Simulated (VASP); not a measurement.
Runs of VASP 6.6.1 on Pb. The structure is that of space group Fd-3m (No. 227), or close to it. The cells are those of the table. 

| level | potentials or basis | cell | gap on the mesh (eV) | pressure (GPa) |
| --- | --- | --- | --- | --- |
| PBEsol | VASP PAW PBE potentials, release 64 (Pb_d) | a = 4.407 Å, angles 60.0°, 2 atoms | none | 19.9 |
| LDA | VASP PAW LDA potentials, release 64 (Pb_d) | a = 4.764 Å, angles 60.0°, 2 atoms | none | 1.5 |
| RPBE | VASP PAW PBE potentials, release 64 (Pb_d) | a = 4.863 Å, angles 60.0°, 2 atoms | none | (a) |
| PBEsol | VASP PAW PBE potentials, release 64 (Pb_d) | a = 4.693 Å, angles 60.0°, 2 atoms | none | 4.9 |
| PBEsol | VASP PAW PBE potentials, release 64 (Pb_d) | a = 4.408 Å, angles 60.0°, 2 atoms | none | 19.9 |
| LDA | VASP PAW LDA potentials, release 64 (Pb_d) | a = 4.798 Å, angles 60.0°, 2 atoms | none | 0.7 |
| r2SCAN | VASP PAW PBE potentials, release 64 (Pb_d) | a = 4.896 Å, angles 60.0°, 2 atoms | none | 0.4 |
| PBE | VASP PAW PBE potentials, release 64 (Pb_d) | a = 4.764 Å, angles 60.0°, 2 atoms | none | 4.9 |

Alike in all rows: task single point; no spin polarisation; k mesh 7 × 7 × 7; cutoff (eV) 520; smearing fermi-dirac 0.05 eV.

Task: Fill in the values left out.

Result: (a) 3.5.

Caveats: spin-orbit coupling is left out, which moves the levels of the heavy elements; the PAW data sets were made with another functional, which shifts forces and pressure a little (some runs).

A k mesh can miss the band edges, and the runs leave out spin-orbit coupling on Pb.

A gap of «none» marks levels without a gap at the run's occupations.
